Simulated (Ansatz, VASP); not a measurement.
# Co: VASP beside Ansatz

File INCAR:

```
ALGO = Normal
EDIFF = 1E-6
ENCUT = 600
GGA = PE
GGA_COMPAT = False
ISIF = 2
ISMEAR = -1
ISPIN = 2
LASPH = True
LCHARG = False
LMAXMIX = 4
LORBIT = 11
LREAL = False
LWAVE = False
MAGMOM = 2.02
NBANDS = 14
NELM = 200
PREC = Accurate
SIGMA = 0.1
```

File KPOINTS:

```
k-points
0
Gamma
  8 8 8
```

Contents of POSCAR:

```
Co
1.0
   -1.3584740000      1.3584740000      1.3584740000
    1.3584740000     -1.3584740000      1.3584740000
    1.3584740000      1.3584740000     -1.3584740000
Co
1
Direct
    0.0000000000      0.0000000000      0.0000000000
```

Input for Ansatz:

```yaml
crystal:
  lattice:
    - [-1.358474, 1.358474, 1.358474]
    - [1.358474, -1.358474, 1.358474]
    - [1.358474, 1.358474, -1.358474]
  atoms:
    - { symbol: Co, position: [0, 0, 0] }
kpoints:
  mp_grid: { grid: [8, 8, 8], shift: [0, 0, 0] }
hamiltonian:
  xc: pbe
  pseudopotentials: { kind: nc }
scf:
  occupations: { method: fermi_dirac }
magnetization:
  spin_polarized: true
```

Alike in both runs: task single point; functional PBE; k mesh 8 × 8 × 8; collinear spin.

```csv
,VASP,Ansatz
version,VASP 6.6.1,Ansatz 0.2 development build
potentials or method,"VASP PAW PBE potentials, release 64 (Co)",scalar-relativistic
plane-wave cutoff (eV),600,1306
occupations,"fermi-dirac, width 0.1 eV",fermi-dirac
```

Ansatz gave:

- net moment per atom (μB): 1.79
- size of the moment on the site where the two differ most (μB): 1.84

Estimate VASP's values.

net moment per atom (μB): 1.77; size of the moment on the site where the two differ most (μB): 1.76.

Site moments also hang on the region over which each program counts them. Ansatz's warnings: negative dielectric reading.

The k mesh is coarse, so the values compare programs but aren't converged.
